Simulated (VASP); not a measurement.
NbC4: relaxation of cell and atoms with PBE

The system is NbC4.

```
Nb C
1.0
     3.60729    0.00000    0.00000
     0.00000    3.60729    0.00000
     0.00000    0.00000    3.60729
Nb C
1 4
Direct
  0.00000 0.00000 0.00000
  0.34898 0.65102 0.65102
  0.65102 0.34898 0.65102
  0.65102 0.65102 0.34898
  0.34898 0.34898 0.34898
```

```json
{
  "Program": "VASP 6.6.1",
  "Task": "relaxation of cell and atoms",
  "Functional": "PBE",
  "Potentials or basis": "VASP PAW PBE potentials, release 64 (Nb_sv, C)",
  "Cutoff": "600 eV",
  "k mesh": "10 × 10 × 10",
  "Occupations": "gaussian, width 0.1 eV",
  "Spin": "no spin polarisation",
  "Dipole correction": "no",
  "Further INCAR settings": "ALGO = Normal; EDIFF = 1e-06; IBRION = 2; EDIFFG = -0.01; NSW = 100; ISIF = 3"
}
```

```yaml
Relaxed_volume: 9.36 Å³/atom
Relaxed_cell: a = 3.604 Å, b = 3.604 Å, c = 3.604 Å, α = 90.00°, β = 90.00°, γ = 90.00°
Space_group_after_relaxing_to_0.05_Å: P-43m (No. 215)
Energy_gained_by_relaxing: 0.1 meV/atom
Ionic_steps: 5
Pressure_after_relaxing: 0.0 GPa
```

Step by step:
```
step  energy change (eV)  largest force (eV/Å)  pressure (GPa)  volume (Å³)
   1              0.0000                0.1006           -0.41        46.94
   2              0.0008                0.2239           -0.37        46.78
   3             -0.0005                0.0218           -0.40        46.88
   4             -0.0004                0.0235            0.45        46.71
   5             -0.0006                0.0014            0.01        46.80
```

Final structure:
```yaml
crystal:
  lattice:
    - [3.60365, 0.00000, 0.00000]
    - [0.00000, 3.60365, 0.00000]
    - [0.00000, 0.00000, 3.60365]
  atoms:
    - { symbol: Nb, position: [0.00000, 0.00000, 0.00000] }
    - { symbol: C, position: [0.34869, 0.65131, 0.65131] }
    - { symbol: C, position: [0.65131, 0.34869, 0.65131] }
    - { symbol: C, position: [0.65131, 0.65131, 0.34869] }
    - { symbol: C, position: [0.34869, 0.34869, 0.34869] }
```

Levels at points of the mesh, in eV from the Fermi level:
```tsv
k point	band 12	band 13	band 14	band 15	band 16	band 17	band 18
(0.00, 0.00, 0.00)	-3.00	-3.00	-3.00	1.36	1.36	2.92	2.92
(0.50, 0.00, 0.00)	-3.50	-2.79	-2.51	-1.52	0.79	1.75	1.75
(0.50, 0.50, 0.00)	-4.60	-1.11	0.35	0.73	1.31	2.25	2.25
(0.50, 0.50, 0.50)	-3.33	0.30	0.30	1.24	1.24	1.24	1.89
```

It took 120 s on 1 thread of AMD EPYC 9R45 96-Core Processor (Zen 5) (shared host), peak memory 0.18 GiB.
